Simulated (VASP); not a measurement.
Here is a VASP 6.6.1 calculation.

The input INCAR:

```
ALGO     = Normal         # electronic algorithm
EDIFF    = 1E-6           # SCF threshold, eV
ENCUT    = 520            # plane-wave cutoff, eV
GGA      = PS             # functional
ISIF     = 2              # what is computed and relaxed
ISMEAR   = 0              # smearing method
LASPH    = True           # aspherical terms in the spheres
LCHARG   = False          # write CHGCAR
LREAL    = False          # projectors in reciprocal space
LWAVE    = False          # write WAVECAR
NBANDS   = 11             # bands
NELM     = 100            # most SCF steps
PREC     = Accurate       # precision mode
SIGMA    = 0.05           # smearing width, eV
```

KPOINTS

```
k-points
0
Gamma
  12 12 12
```

POSCAR

```
C
1.0
    0.0000000000      1.8479807985      1.6347522448
    1.8479807985      0.0000000000      1.6347522448
    1.8479807985      1.8479807985      0.0000000000
C
2
Direct
    0.5000000000      0.5000000000      0.5000000000
    0.7500000000      0.7500000000      0.7500000000
```

Potentials or basis: VASP PAW PBE potentials, release 64 (C).

Launch:

```console
$ cat potpaw_PBE.64/C/POTCAR > POTCAR
$ mpirun -np 1 vasp_std > vasp.out
```

What does it give for the pressure?

3.5 GPa.

What does it give for the band gap on the k mesh?

1.07 eV, indirect (least direct gap 3.64 eV).

Stress tensor (GPa, compression positive):
```
-29.72   0.00   0.00
  0.00 -29.72   0.00
  0.00   0.00  69.87
```

Caveat: the cell differs from its parent crystal (strain +0.040 along x and y, -0.080 along z); the PAW data sets were made with another functional, which shifts forces and pressure a little. A k mesh can miss the band edges.
